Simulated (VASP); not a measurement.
Input of a VASP 6.6.1 run:

INCAR

```
SYSTEM = SiC
  PREC = Accurate
  ENCUT = 600
  EDIFF = 1E-6
  ISMEAR = 0
  SIGMA = 0.01
  LREAL = .False.
  LASPH = .True.
  NELM = 80
  ALGO = Normal
  ISIF = 3
  LWAVE = .False.
  LCHARG = .False.
  GGA = CA
  IBRION = 2
  NSW = 100
  EDIFFG = -0.002
  PSTRESS = 40.0
```

KPOINTS

```
Automatic mesh
0
Gamma
  10 10 10
  0 0 0
```

POSCAR

```
SiC
1.0
    2.1644853876      2.1644853876      0.0000000000
   -2.1644853876      2.1644853876      0.0000000000
    0.0000000000      2.1644853876      2.1644853876
Si C
1 1
Direct
    0.0000000000      0.0000000000      0.0000000000
    0.7500000000      0.2500000000      0.5000000000
```

Potentials or basis: VASP PAW LDA potentials, release 64 (Si, C).

Launch:

```bash
$ cat potpaw_LDA.64/Si/POTCAR potpaw_LDA.64/C/POTCAR > POTCAR
$ mpirun -np 1 vasp_std > vasp.out
```

Problem. Predict the relaxed cell.

Solution. a = 3.045 Å, b = 3.045 Å, c = 3.045 Å, α = 60.00°, β = 60.00°, γ = 90.00°.

Problem. Predict the band gap on the k mesh.

Solution. 1.27 eV (least direct gap 4.54 eV).

Problem. Estimate the relaxed volume.

Solution. 9.98 Å³/atom.

The path:
| step | energy change (eV) | largest force (eV/Å) | pressure (GPa) | volume (Å³) |
| --- | --- | --- | --- | --- |
| 1 | 0.0000 | 0.0000 | 0.26 | 20.28 |
| 2 | 0.0187 | 0.0000 | 8.71 | 19.59 |
| 3 | 0.0042 | 0.0000 | 3.98 | 19.96 |

Caveat: the cell is relaxed towards a set pressure, so the run minimises the enthalpy, not the energy. A k mesh can miss the band edges.
